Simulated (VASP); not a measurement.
# ScAl3 (Pm-3m) in VASP: further runs

The runs below take ScAl3 through single point, with PBE.

Program: VASP 6.6.1. These are calculated values, not measurements. Logs are shortened: lines on timing, memory, paths and dates and some standing lists are left out, and cuts for length are marked.

### 1 The cell of the first run

It takes space group Pm-3m (No. 221, cubic). The conventional cell has a = 3.934 Å, b = 3.934 Å, c = 3.934 Å, α = 90.00°, β = 90.00°, γ = 90.00°. Sc (site symmetry m-3m) has 12 Al at 2.78 Å within 3.7 Å. Al (site symmetry 4/mmm) has 4 Sc at 2.78 Å and 8 Al at 2.78 Å within 3.7 Å.

### 2 Single point, PBE (15.22 Å³/atom)

File INCAR:

```
PREC = Accurate ; ENCUT = 520
EDIFF = 1E-6 ; ISMEAR = 0
SIGMA = 0.1 ; LREAL = False
LASPH = True ; NELM = 80
ALGO = Fast ; ISIF = 2
LWAVE = False ; LCHARG = True
GGA = PE ; LELF = True
LVHAR = True ; NBANDS = 18
```

File KPOINTS:

```
regular mesh
0
Gamma
  10 10 10
```

File POSCAR:

```
ScAl3
1.0
    3.9340725071      0.0000000000      0.0000000000
    0.0000000000      3.9340725071      0.0000000000
    0.0000000000      0.0000000000      3.9340725071
Sc Al
1 3
Direct
    0.0000000000      0.0000000000      0.0000000000
    0.5000000000      0.0000000000      0.5000000000
    0.0000000000      0.5000000000      0.5000000000
    0.5000000000      0.5000000000      0.0000000000
```

Potentials or basis: VASP PAW PBE potentials, release 64 (Sc_sv, Al).

On the command line:

```console
$ cat potpaw_PBE.64/Sc_sv/POTCAR potpaw_PBE.64/Al/POTCAR > POTCAR
$ mpirun -np 1 vasp_std > vasp.out
```

OUTCAR:

```text
PREC = Accurate
   ENCUT = 520
   EDIFF = 1E-6
   ISMEAR = 0
   LREAL = False
   LASPH = True
   NELM = 80
   ISIF = 2
   GGA = PE

 ion  position               nearest neighbor table
   1  0.000  0.000  0.000-   2 2.78   3 2.78   4 2.78   2 2.78   3 2.78   3 2.78   4 2.78   3 2.78
                             2 2.78   4 2.78   2 2.78   4 2.78
   2  0.500  0.000  0.500-   1 2.78   3 2.78   4 2.78   1 2.78   4 2.78   3 2.78   4 2.78   4 2.78
                             1 2.78   3 2.78   1 2.78   3 2.78
   3  0.000  0.500  0.500-   1 2.78   2 2.78   4 2.78   1 2.78   4 2.78   1 2.78   2 2.78   1 2.78
                             2 2.78   4 2.78   4 2.78   2 2.78
   4  0.500  0.500  0.000-   1 2.78   2 2.78   3 2.78   2 2.78   3 2.78   1 2.78   2 2.78   2 2.78
                             1 2.78   3 2.78   3 2.78   1 2.78

  LATTYP: Found a simple cubic cell.
 ALAT       =     3.9340725071

  Lattice vectors:

 A1 = (   3.9340725071,   0.0000000000,   0.0000000000)
 A2 = (   0.0000000000,   3.9340725071,   0.0000000000)
 A3 = (   0.0000000000,   0.0000000000,   3.9340725071)

Analysis of symmetry for initial positions (statically):
=====================================================================
 Subroutine PRICEL returns:
 Original cell was already a primitive cell.

 Routine SETGRP: Setting up the symmetry group for a
 simple cubic supercell.

 Subroutine GETGRP returns: Found 48 space group operations
 (whereof 48 operations were pure point group operations)
 out of a pool of 48 trial point group operations.

The static configuration has the point symmetry O_h .

Analysis of symmetry for dynamics (positions and initial velocities):
=====================================================================
 Subroutine PRICEL returns:
 Original cell was already a primitive cell.

 Routine SETGRP: Setting up the symmetry group for a
 simple cubic supercell.

 Subroutine GETGRP returns: Found 48 space group operations
 (whereof 48 operations were pure point group operations)
 out of a pool of 48 trial point group operations.

The dynamic configuration has the point symmetry O_h .

 Subroutine INISYM returns: Found 48 space group operations
 (whereof 48 operations are pure point group operations),
 and found     1 'primitive' translations

----------------------------------------------------------------------------------------

                                     Primitive cell

  volume of cell :      60.8874

  direct lattice vectors                    reciprocal lattice vectors
     3.934072507  0.000000000  0.000000000     0.254189519  0.000000000  0.000000000
     0.000000000  3.934072507  0.000000000     0.000000000  0.254189519  0.000000000
     0.000000000  0.000000000  3.934072507     0.000000000  0.000000000  0.254189519

  length of vectors
     3.934072507  3.934072507  3.934072507     0.254189519  0.254189519  0.254189519

  position of ions in fractional coordinates (direct lattice)
     0.000000000  0.000000000  0.000000000
     0.500000000  0.000000000  0.500000000
     0.000000000  0.500000000  0.500000000
     0.500000000  0.500000000  0.000000000

  ion indices of the primitive-cell ions
   primitive index   ion index
                 1           1
                 2           2
                 3           3
                 4           4

----------------------------------------------------------------------------------------

 KPOINTS: regular mesh

Automatic generation of k-mesh.
 Grid dimensions read from file:
 generate k-points for:   10   10   10

 Generating k-lattice:

  Cartesian coordinates                     Fractional coordinates (reciprocal lattice)
     0.025418952  0.000000000  0.000000000     0.100000000  0.000000000  0.000000000
     0.000000000  0.025418952  0.000000000     0.000000000  0.100000000  0.000000000
     0.000000000  0.000000000  0.025418952     0.000000000  0.000000000  0.100000000

  Length of vectors
     0.025418952  0.025418952  0.025418952

  Shift w.r.t. Gamma in fractional coordinates (k-lattice)
     0.000000000  0.000000000  0.000000000

 Subroutine IBZKPT returns following result:
 ===========================================

 Found     56 irreducible k-points:

 Following reciprocal coordinates:
            Coordinates               Weight
  0.000000  0.000000  0.000000      1.000000
  0.100000  0.000000  0.000000      6.000000
  0.200000  0.000000  0.000000      6.000000
  0.300000  0.000000  0.000000      6.000000
  0.400000  0.000000  0.000000      6.000000
  0.500000  0.000000  0.000000      3.000000
[... 16 lines left out ...]
  0.200000  0.100000  0.100000     24.000000
  0.300000  0.100000  0.100000     24.000000
 [... further k-points ...]
   k-points           NKPTS =     56   k-points in BZ     NKDIM =     56   number of bands    NBANDS=     18
   number of dos      NEDOS =    301   number of ions     NIONS =      4
   total plane-waves  NPLWV =  27000
   dimension x,y,z NGX =    30 NGY =   30 NGZ =   30
   dimension x,y,z NGXF=    60 NGYF=   60 NGZF=   60
   ions per type =               1   3
   NGX,Y,Z   is equivalent  to a cutoff of  12.68, 12.68, 12.68 a.u.
   NGXF,Y,Z  is equivalent  to a cutoff of  25.35, 25.35, 25.35 a.u.
 SYSTEM =  unknown system
   PREC   = accura    normal or accurate (medium, high low for compatibility)
   ISTART =      0    job   : 0-new  1-cont  2-samecut
   ICHARG =      2    charge: 1-file 2-atom 10-const
   ISPIN  =      1    spin polarized calculation?
   LNONCOLLINEAR =      F non collinear calculations
   LSORBIT =      F    spin-orbit coupling
   LASPH  =      T    aspherical Exc in radial PAW
   ENCUT  =  520.0 eV  38.22 Ry    6.18 a.u.   7.31  7.31  7.31*2*pi/ulx,y,z
   NELM   =     80;   NELMIN=  2; NELMDL= -5     # of ELM steps
   EDIFF  = 0.1E-05   stopping-criterion for ELM
   LREAL  =      F    real-space projection
   EDIFFG = 0.1E-04   stopping-criterion for IOM
   NSW    =      0    number of steps for IOM
   IBRION =     -1    ionic relax: 0-MD 1-quasi-New 2-CG
   NFREE  =      0    steps in history (QN), initial steepest desc. (CG)
   ISIF   =      2    stress and relaxation
   ISYM   =      2    0-nonsym 1-usesym 2-fastsym
   POTIM  = 0.5000    time-step for ionic-motion
   TEBEG  =    0.0;   TEEND  =   0.0 temperature during run
   PSTRESS=    0.0 pullay stress
   NELECT =      20.0000    total number of electrons
   NUPDOWN=      -1.0000    fix difference up-down
   EMIN   =  10.00;   EMAX   =-10.00  energy-range for DOS
   EFERMI =   0.00;   METHOD = LEGACY
   ISMEAR =     0;   SIGMA  =   0.10  broadening in eV -4-tet -1-fermi 0-gaus
   EFERMI_NEDOS =   21; number of points for ismear=-14 and -15
   IALGO  =     68    algorithm
   IMIX   =      4    mixing-type and parameters
     AMIX     =   0.40;   BMIX     =  1.00
     AMIX_MAG =   1.60;   BMIX_MAG =  1.00
  volume/ion in A,a.u.               =      15.22       102.72
  Fermi-wavevector in a.u.,A,eV,Ry     =   1.129560  2.134558 17.359739  1.275905
  Thomas-Fermi vector in A             =   2.266253
   LORBIT       =      0    0 simple, 1 ext, 2 COOP (PROOUT), +10 PAW based schemes
   GGA     = PE    functional components
   LHFCALC =     F    Hartree Fock is set to
   AEXX    =    0.0000 exact exchange contribution
   IVDW    =     0    specifies the selected vdW correction
   LEPSILON=     F    determine dielectric tensor
   LRPA    =     F    only Hartree local field effects (RPA)
 non-spin polarized calculation
 RMM-DIIS sequential band-by-band and
 Gauss-broadening in eV      SIGMA  =   0.10
  energy-cutoff  :      520.00
  volume of cell :       60.89
 maximum number of plane-waves:      1657
 NGX is ok and might be reduce to    30
   NGX = 15   NGY = 15   NGZ = 15

 number of electron      19.9999999 magnetization

 Free energy of the ion-electron system (eV)
  ---------------------------------------------------
  ext. energy  EPLUGINS =         0.00000000
  ---------------------------------------------------
  free energy    TOTEN  =       -18.96272446 eV

  energy without entropy =      -18.95884869  energy(sigma->0) =      -18.96078657

 E-fermi :   8.3775     XC(G=0): -10.8709

 val. band max:        8.3396133907   @ k =   0.3000   0.0000   0.0000
 cond. band min:       8.3948968631   @ k =   0.5000   0.1000   0.1000
 fundamental gap:      0.0552834724
 Fermi energy:         8.3774554652

 k-point     1 :       0.0000    0.0000    0.0000
  band No.  band energies     occupation
      1     -40.2230      2.00000
      2     -18.9745      2.00000
      3     -18.9745      2.00000
      4     -18.9745      2.00000
      5      -2.2874      2.00000
      6       5.5753      2.00000
[... 10 lines left out ...]
     17      14.2394      0.00000
     18      14.2394      0.00000

 k-point     2 :       0.1000    0.0000    0.0000
  band No.  band energies     occupation
      1     -40.2228      2.00000
      2     -18.9798      2.00000
      3     -18.9741      2.00000
      4     -18.9741      2.00000
      5      -2.1860      2.00000
      6       4.8037      2.00000
[... 10 lines left out ...]
     17      14.3279      0.00000
     18      14.3286      0.00000

 k-point     3 :       0.2000    0.0000    0.0000
  band No.  band energies     occupation
      1     -40.2222      2.00000
      2     -18.9938      2.00000
      3     -18.9730      2.00000
      4     -18.9730      2.00000
      5      -1.8857      2.00000
      6       3.5979      2.00000
[... 10 lines left out ...]
     17      14.1879      0.00000
     18      14.6051      0.00000

 k-point     4 :       0.3000    0.0000    0.0000
  band No.  band energies     occupation
      1     -40.2214      2.00000
      2     -19.0110      2.00000
      3     -18.9717      2.00000
      4     -18.9717      2.00000
      5      -1.3985      2.00000
      6       2.3915      2.00000
[... 375 lines left out ...]
      4     -18.9786      2.00000
      5      -1.9856      2.00000
      6       4.7978      2.00000
[... 10 lines left out ...]
     17      14.4816      0.00000
     18      14.5302      0.00000

 k-point    23 :       0.2000    0.1000    0.1000
  band No.  band energies     occupation
      1     -40.2217      2.00000
      2     -18.9928      2.00000
      3     -18.9781      2.00000
      4     -18.9774      2.00000
      5      -1.6897      2.00000
      6       3.7408      2.00000
[... 10 lines left out ...]
     17      13.9929      0.00000
     18      14.4515      0.00000

 k-point    24 :       0.3000    0.1000    0.1000
  band No.  band energies     occupation
      1     -40.2209      2.00000
      2     -19.0097      2.00000
      3     -18.9767      2.00000
      4     -18.9760      2.00000
      5      -1.2105      2.00000
      6       2.5560      2.00000
[... 10 lines left out ...]
     17      13.7433      0.00000
     18      14.6963      0.00000

 [... further k-points ...]
[... 5 lines left out ...]
  --------------------------------------------------------------------------------------
  -------------------------------------------------------------------------------------
  Total        5.4780953      5.4780953      5.4780953      0.0000000      0.0000000     -0.0000000
  in kB      144.1494825    144.1494825    144.1494825      0.0000000      0.0000000     -0.0000000
  external PRESSURE =     144.1494825 kB  Pullay stress =       0.0000000 kB

 VOLUME and BASIS-vectors are now :
 -----------------------------------------------------------------------------
  energy-cutoff  :      520.00
  volume of cell :       60.89
      direct lattice vectors                 reciprocal lattice vectors
     3.934072507  0.000000000  0.000000000     0.254189519  0.000000000  0.000000000
     0.000000000  3.934072507  0.000000000     0.000000000  0.254189519  0.000000000
     0.000000000  0.000000000  3.934072507     0.000000000  0.000000000  0.254189519

 POSITION                                       TOTAL-FORCE (eV/Angst)
 -----------------------------------------------------------------------------------
      0.00000      0.00000      0.00000         0.000000      0.000000      0.000000
      1.96704      0.00000      1.96704         0.000000      0.000000      0.000000
      0.00000      1.96704      1.96704         0.000000      0.000000      0.000000
      1.96704      1.96704      0.00000         0.000000      0.000000      0.000000
 -----------------------------------------------------------------------------------
    total drift:                                0.000000     -0.000000      0.000000

  FREE ENERGIE OF THE ION-ELECTRON SYSTEM (eV)
  ---------------------------------------------------
  free  energy   TOTEN  =       -18.9627244586 eV

  energy  without entropy=      -18.9588486907  energy(sigma->0) =      -18.96078657
```

Run time: 64 s. Hardware: 1 thread of Intel Xeon Platinum 8259CL at 2.50GHz (Skylake/Cascade Lake), shared host; peak memory 0.2 GiB.

What came out:

* Free energy: -18.9627 eV
* Pressure: 14.4 GPa
* Band gap on the k mesh: zero (bands 10 and 11 overlap by 4.24 eV)

Caveat: the cell stands under pressure.

### 3 Single point, PBE (15.74 Å³/atom)

This run uses another cell than the first one, of 15.74 Å³/atom.

File INCAR:

```
ALGO = Normal
EDIFF = 1E-7
ENCUT = 520
GGA = PE
ISIF = 2
ISMEAR = 0
LASPH = True
LCHARG = False
LREAL = False
LWAVE = False
NBANDS = 18
NELM = 60
PREC = Accurate
SIGMA = 0.1
```

File KPOINTS:

```
k-points
0
Gamma
  10 10 10
```

File POSCAR:

```
ScAl3
1.0
    3.9782792691      0.0000000000      0.0000000000
    0.0000000000      3.9782792691      0.0000000000
    0.0000000000      0.0000000000      3.9782792691
Sc Al
1 3
Direct
    0.0000000000      0.0000000000      0.0000000000
    0.5000000000      0.0000000000      0.5000000000
    0.0000000000      0.5000000000      0.5000000000
    0.5000000000      0.5000000000      0.0000000000
```

Potentials or basis: VASP PAW PBE potentials, release 64 (Sc_sv, Al).

On the command line:

```console
$ cat potpaw_PBE.64/Sc_sv/POTCAR potpaw_PBE.64/Al/POTCAR > POTCAR
$ mpirun -np 1 vasp_std > vasp.out
```

Wall time 51 s (1 thread of Intel Xeon Platinum 8259CL at 2.50GHz (Skylake/Cascade Lake), shared host); peak memory 0.2 GiB.

The run converged. Its results:

* Free energy: -19.1204 eV
* Pressure: 10.0 GPa
* Band gap on the k mesh: zero (bands 10 and 11 overlap by 4.16 eV)

Levels at points of the mesh, in eV from the Fermi level:
```
           k point  band 6  band 7  band 8  band 9  band 10  band 11  band 12  band 13  band 14  band 15
(0.00, 0.00, 0.00)   -2.75   -2.75   -1.87   -1.87    -1.87     1.23     1.33     1.33     1.33     5.44
(0.50, 0.00, 0.00)   -7.63   -1.87   -1.87   -1.67     1.11     1.11     1.32     1.34     1.72     2.37
(0.50, 0.50, 0.00)   -5.78   -5.78   -4.58   -0.61    -0.61     1.20     1.45     2.25     2.71     3.71
(0.50, 0.50, 0.50)   -4.96   -4.96   -4.80   -3.05    -3.05    -3.05     1.15     2.82     2.82     4.44
```

Caveat: the cell stands under pressure.

### 4 Single point, PBE (16.26 Å³/atom)

This run uses another cell than the first one, of 16.26 Å³/atom.

File INCAR:

```
SYSTEM = ScAl3
PREC = Accurate
ENCUT = 520
EDIFF = 1E-6
ISMEAR = 0
SIGMA = 0.1
LREAL = .FALSE.
LASPH = .TRUE.
NELM = 80
ALGO = Fast
ISIF = 2
LWAVE = .FALSE.
LCHARG = .TRUE.
GGA = PE
LELF = .TRUE.
LVHAR = .TRUE.
NBANDS = 18
```

File KPOINTS:

```
Automatic mesh
0
G
  10 10 10
  0 0 0
```

File POSCAR:

```
ScAl3
1.0
    4.0215248231      0.0000000000      0.0000000000
    0.0000000000      4.0215248231      0.0000000000
    0.0000000000      0.0000000000      4.0215248231
Sc Al
1 3
Direct
    0.0000000000      0.0000000000      0.0000000000
    0.5000000000      0.0000000000      0.5000000000
    0.0000000000      0.5000000000      0.5000000000
    0.5000000000      0.5000000000      0.0000000000
```

On the command line:

```console
$ cat potpaw_PBE.64/Sc_sv/POTCAR potpaw_PBE.64/Al/POTCAR > POTCAR
$ mpirun -np 1 vasp_std > vasp.out
```

Run time: 61 s. Hardware: 1 thread of Intel Xeon Platinum 8259CL at 2.50GHz (Skylake/Cascade Lake), shared host; peak memory 0.2 GiB.

The run converged. Its results:

* Free energy: -19.2243 eV
* Pressure: 6.1 GPa
* Band gap on the k mesh: zero (bands 10 and 11 overlap by 4.08 eV)

Levels at points of the mesh, in eV from the Fermi level:
```
           k point  band 6  band 7  band 8  band 9  band 10  band 11  band 12  band 13  band 14  band 15
(0.00, 0.00, 0.00)   -2.70   -2.70   -1.86   -1.86    -1.86     1.23     1.31     1.31     1.31     5.17
(0.50, 0.00, 0.00)   -7.52   -1.81   -1.81   -1.60     1.06     1.06     1.13     1.34     1.68     2.29
(0.50, 0.50, 0.00)   -5.73   -5.73   -4.50   -0.59    -0.59     1.19     1.42     2.18     2.63     3.60
(0.50, 0.50, 0.50)   -4.90   -4.90   -4.68   -3.02    -3.02    -3.02     1.07     2.73     2.73     4.27
```

Caveat: the cell stands under pressure.

### 5 Single point, PBE (16.78 Å³/atom)

This run uses another cell than the first one, of 16.78 Å³/atom.

File INCAR:

```
SYSTEM = ScAl3
PREC = Accurate
ENCUT = 520
EDIFF = 1E-6
ISMEAR = 0
SIGMA = 0.1
LREAL = .FALSE.
LASPH = .TRUE.
NELM = 60
ALGO = Normal
ISIF = 2
LWAVE = .FALSE.
LCHARG = .FALSE.
GGA = PE
NBANDS = 18
```

KPOINTS is that of step 4.

File POSCAR:

```
ScAl3
1.0
    4.0638597744      0.0000000000      0.0000000000
    0.0000000000      4.0638597744      0.0000000000
    0.0000000000      0.0000000000      4.0638597744
Sc Al
1 3
Direct
    0.0000000000      0.0000000000      0.0000000000
    0.5000000000      0.0000000000      0.5000000000
    0.0000000000      0.5000000000      0.5000000000
    0.5000000000      0.5000000000      0.0000000000
```

On the command line:

```console
$ cat potpaw_PBE.64/Sc_sv/POTCAR potpaw_PBE.64/Al/POTCAR > POTCAR
$ mpirun -np 1 vasp_std > vasp.out
```

Wall time 46 s (1 thread of Intel Xeon Platinum 8259CL at 2.50GHz (Skylake/Cascade Lake), shared host); peak memory 0.21 GiB.

It converged, with:

- Free energy: -19.2822 eV
- Pressure: 2.8 GPa
- Band gap on the k mesh: zero (bands 10 and 11 overlap by 3.94 eV)

Levels at points of the mesh, in eV from the Fermi level:
```
           k point  band 7  band 8  band 9  band 10  band 11  band 12  band 13  band 14
(0.00, 0.00, 0.00)   -2.66   -1.84   -1.84    -1.84     1.24     1.30     1.30     1.30
(0.50, 0.00, 0.00)   -1.76   -1.76   -1.53     0.95     1.01     1.01     1.34     1.65
(0.50, 0.50, 0.00)   -5.68   -4.42   -0.56    -0.56     1.19     1.38     2.11     2.54
(0.50, 0.50, 0.50)   -4.85   -4.56   -2.99    -2.99    -2.99     0.99     2.65     2.65
```

[end of part 1 of 2]

The gap in the log of VASP goes by the Fermi energy; the results here count the filled bands.